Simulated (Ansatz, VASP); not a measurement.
## One calculation of Ir, two programs

```
Ir
1.0
     0.00000    1.90609    1.90609
     1.90609    0.00000    1.90609
     1.90609    1.90609    0.00000
Ir
1
Cartesian
  0.0000 0.0000 0.0000
```

Alike in both runs: task single point; functional LDA; k mesh 14 × 14 × 14; occupations gaussian, width 0.1 eV; no spin polarisation.

```csv
,VASP,Ansatz
version,VASP 6.6.1,Ansatz 0.2.0
potentials or method,"VASP PAW LDA potentials, release 64 (Ir), cutoff 520 eV","plane waves (420 eV) with PAW, scalar-relativistic"
valence electrons in the cell,9,17
```

|  | VASP | Ansatz | Ansatz less VASP |
| --- | --- | --- | --- |
| pressure (GPa) | 2.5 | -0.1 | -2.61 |

Ansatz warns that its potentials were made for another functional, while VASP's fit it. LDA's correlation is that of Perdew and Zunger in VASP and of Perdew and Wang (1992) in Ansatz. VASP's potentials hold 9 valence electrons a cell and Ansatz's 17, so a difference there can come from the potentials and not from the codes.

Neither program's run includes spin-orbit coupling.
